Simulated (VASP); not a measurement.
Write the native input for VASP 6.6.1 that does the following.

| Item | Value |
| --- | --- |
| Task | single point |
| Functional | r2SCAN |
| Potentials or basis | VASP PAW PBE potentials, release 64 (Sn_d) |
| Cutoff | 520 eV |
| k mesh | 18 × 18 × 12 |
| Occupations | fermi-dirac, width 0.1 eV |
| Spin | no spin polarisation |
| Dipole correction | no |
| Further INCAR settings | ALGO = Normal; EDIFF = 1e-06; NBANDS = 21 |

Sn:

```xyz
2
Lattice="-2.8253 2.8273 1.5225 2.8273 -2.8253 1.5225 2.8232 2.8232 -1.5188" Properties=species:S:1:pos:R:3 pbc="T T T"
Sn    2.8272   -2.8251    1.5225
Sn   -0.0004    2.8256    0.7631
```

These files were run (other wordings do the same):

POSCAR

```
Sn
1.0
   -2.8252914509      2.8273232942      1.5225381119
    2.8273232942     -2.8252914509      1.5225381119
    2.8231554614      2.8231554614     -1.5188136322
Sn
2
Direct
    0.0000251474      0.9999748526      0.0000000000
    0.7499748526      0.2500251474      0.5000000000
```

INCAR.step1

```
PREC     = Accurate       # precision mode
ENCUT    = 520            # plane-wave cutoff, eV
ISMEAR   = -1             # smearing method
SIGMA    = 0.1            # smearing width, eV
LREAL    = F              # projectors in reciprocal space
LASPH    = T              # aspherical terms in the spheres
NELM     = 80             # most SCF steps
NBANDS   = 21             # bands
GGA      = PE             # functional
ALGO     = Normal         # electronic algorithm
EDIFF    = 1E-4           # SCF threshold, eV
LWAVE    = T              # write WAVECAR
LCHARG   = F              # write CHGCAR
LUSENCCL = F
```

INCAR.step2

```
PREC     = Accurate       # precision mode
ENCUT    = 520            # plane-wave cutoff, eV
EDIFF    = 1E-6           # SCF threshold, eV
ISMEAR   = -1             # smearing method
SIGMA    = 0.1            # smearing width, eV
LREAL    = F              # projectors in reciprocal space
LASPH    = T              # aspherical terms in the spheres
NELM     = 80             # most SCF steps
ALGO     = Normal         # electronic algorithm
ISIF     = 2              # what is computed and relaxed
LWAVE    = F              # write WAVECAR
LCHARG   = T              # write CHGCAR
METAGGA  = R2SCAN         # meta-GGA
LMIXTAU  = T            
LELF     = T              # ELF
LVHAR    = T            
NBANDS   = 21             # bands
ISTART   = 1            
LUSENCCL = F
```

KPOINTS

```
regular mesh
0
Gamma
  18 18 12
```

Potentials or basis: VASP PAW PBE potentials, release 64 (Sn_d).

Launch:

```sh
$ cat potpaw_PBE.64/Sn_d/POTCAR > POTCAR
$ cp INCAR.step1 INCAR
$ mpirun -np 1 vasp_std > vasp.out
$ cp INCAR.step2 INCAR
$ mpirun -np 1 vasp_std > vasp.out
```

Results of the run:

```yaml
Pressure: 9.3 GPa
Band_gap_on_the_k_mesh: zero (bands 14 and 15 overlap by 5.19 eV)
```

Caveat: the cell stands under pressure; the PAW data sets were made with another functional, which shifts forces and pressure a little; spin-orbit coupling is left out, which moves the levels of the heavy elements.

It took 45 min on 1 × NVIDIA H100 80GB with 1 thread of AMD EPYC 7R13 Processor (Zen 3) (shared host), peak memory 1.9 GiB.
